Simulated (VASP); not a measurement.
Input of a VASP 6.6.1 run:

Contents of INCAR:

```
SYSTEM = LiHf32O64
PREC = Accurate
ENCUT = 520
EDIFF = 1E-7
ISMEAR = -1
SIGMA = 0.01
LREAL = Auto
LASPH = .True.
NELM = 100
ALGO = Normal
ISIF = 2
LWAVE = .False.
LCHARG = .False.
GGA = PE
NBANDS = 408
NELECT = 706.0
```

The input KPOINTS:

```
Automatic mesh
0
Gamma
  1 1 1
  0 0 0
```

The input POSCAR:

```
LiHf32O64
1.0
   10.5886410500      0.0000000000      0.0000000000
    5.2943205200     10.1394069600      0.0000000000
    0.0000000000      0.0000000000     10.2034546700
Hf O Li
32 64 1
Direct
    0.2006505038      0.6304723763      0.1190249812
    0.4687562809      0.1337365198      0.1191414123
    0.1646113641      0.1343591401      0.3744974740
    0.4177080394      0.6311498321      0.3708613526
    0.0793602952      0.3725978270      0.1185574924
    0.3361555408      0.8538717337      0.1214032933
    0.0503564577      0.8668244637      0.3691693766
    0.2999896853      0.3662073151      0.3695708093
    0.1981511753      0.6332014313      0.6193363135
    0.4489380278      0.1336068278      0.6194777362
    0.1665226385      0.1311323241      0.8596564873
    0.4176798515      0.6308892646      0.8675416598
    0.0811594497      0.3696456819      0.6190395512
    0.3334289342      0.8648506796      0.6184059423
    0.0501422677      0.8664570852      0.8690386038
    0.3013118694      0.3647041700      0.8700423814
    0.7004752458      0.6340171595      0.1201712596
    0.9490605494      0.1317843347      0.1183890201
    0.6692653587      0.1347420027      0.3728243152
    0.9157511586      0.6349348661      0.3716422646
    0.5856059824      0.3688987941      0.1194747308
    0.8364950755      0.8635627344      0.1193622199
    0.5483917859      0.8698570868      0.3684492284
    0.8016908044      0.3671041132      0.3691611441
    0.6980008231      0.6345437189      0.6199129809
    0.9469495223      0.1330683348      0.6188621603
    0.6715309886      0.1316258441      0.8663941073
    0.9169091520      0.6336367625      0.8692773464
    0.5816524417      0.3677106575      0.6193938430
    0.8321266921      0.8668026675      0.6196211190
    0.5482883915      0.8685050353      0.8713261623
    0.8010062472      0.3679145156      0.8684233220
    0.1667545169      0.0272609632      0.1945716489
    0.4171063207      0.5345871826      0.1906906105
    0.0488940537      0.0342690654      0.4414731231
    0.3005054232      0.5325884464      0.4410634580
    0.0001823722      0.7294790543      0.2447860142
    0.2465236493      0.2286806328      0.2421074116
    0.0189961000      0.7316903276      0.4945170203
    0.2686365357      0.2314212270      0.4938956621
    0.2511191539      0.7679845607      0.4936880854
    0.5003337561      0.2690621859      0.4956181179
    0.2312759021      0.7658145127      0.2443888938
    0.4830236908      0.2710992873      0.2460706772
    0.2017177943      0.4638658867      0.1913307858
    0.4439527775      0.9720139490      0.1864300927
    0.0839843769      0.4668571859      0.4414067731
    0.3342218788      0.9669279514      0.4420666476
    0.1641501985      0.0333388335      0.6870071193
    0.4150298040      0.5342064897      0.6904868231
    0.0498233211      0.0328324922      0.9389661943
    0.3022834398      0.5308998861      0.9417975882
   -0.0023163836      0.7314776919      0.7442025515
    0.2467796571      0.2335744102      0.7433104027
    0.0206580088      0.7299368720      0.9944612220
    0.2769603981      0.2277109509      0.9967085001
    0.2522658283      0.7655215961      0.9934286306
    0.5084844118      0.2667877925      0.9941811208
    0.2293559053      0.7685153610      0.7435547317
    0.4797461946      0.2679104420      0.7451527199
    0.1989406955      0.4667695082      0.6923260041
    0.4449555033      0.9693649775      0.6964930242
    0.0848261534      0.4655493185      0.9415151349
    0.3288443505      0.9712651873      0.9498416285
    0.6717452058      0.0321820597      0.1943332003
    0.9151696602      0.5356938548      0.1935179862
    0.5497281642      0.0353436844      0.4406078280
    0.8000378673      0.5345150877      0.4422003278
    0.5008322319      0.7303487304      0.2462568886
    0.7502804400      0.2305133830      0.2436678635
    0.5189288980      0.7331641810      0.4949341339
    0.7689965506      0.2318704643      0.4936816170
    0.7492202305      0.7702060910      0.4950827110
    0.9991853953      0.2700908456      0.4953315483
    0.7291338600      0.7708221034      0.2445554061
    0.9806547403      0.2667894691      0.2441276098
    0.7013145343      0.4665123926      0.1917838676
    0.9519770910      0.9638128777      0.1906983530
    0.5848387688      0.4658248770      0.4417125519
    0.8348906567      0.9663225905      0.4422578574
    0.6650029854      0.0342742925      0.6896201559
    0.9143289943      0.5347166774      0.6922164334
    0.5559444768      0.0322971552      0.9417380006
    0.8039198808      0.5312016789      0.9447433552
    0.4973525181      0.7326301261      0.7455236727
    0.7479874864      0.2324623136      0.7428057697
    0.5190289657      0.7317614363      0.9954641176
    0.7732728585      0.2326928004      0.9930575798
    0.7518451253      0.7673809751      0.9949547803
    1.0117227290      0.2618464779      0.9953450403
    0.7279787599      0.7695953058      0.7460664301
    0.9788207892      0.2683145090      0.7436443092
    0.6981477584      0.4677004305      0.6925256424
    0.9476043852      0.9669872251      0.6926104176
    0.5853631909      0.4668291764      0.9410259868
    0.8352541793      0.9655470028      0.9423740597
    0.2554832574      0.1029796914      0.1102497180
```

Potentials or basis: VASP PAW PBE potentials, release 64 (Hf_pv, O, Li_sv).

The run is started by

```bash
$ cat potpaw_PBE.64/Hf_pv/POTCAR potpaw_PBE.64/O/POTCAR potpaw_PBE.64/Li_sv/POTCAR > POTCAR
$ mpirun -np 1 vasp_gam > vasp.out
```

(1) What does it give for the largest force?

Results:

(1) 0.114 eV/Å.

Caveat: the k points lie up to 0.67 Å⁻¹ apart; the cell carries a net charge on a neutralising background, which shifts energy and pressure.
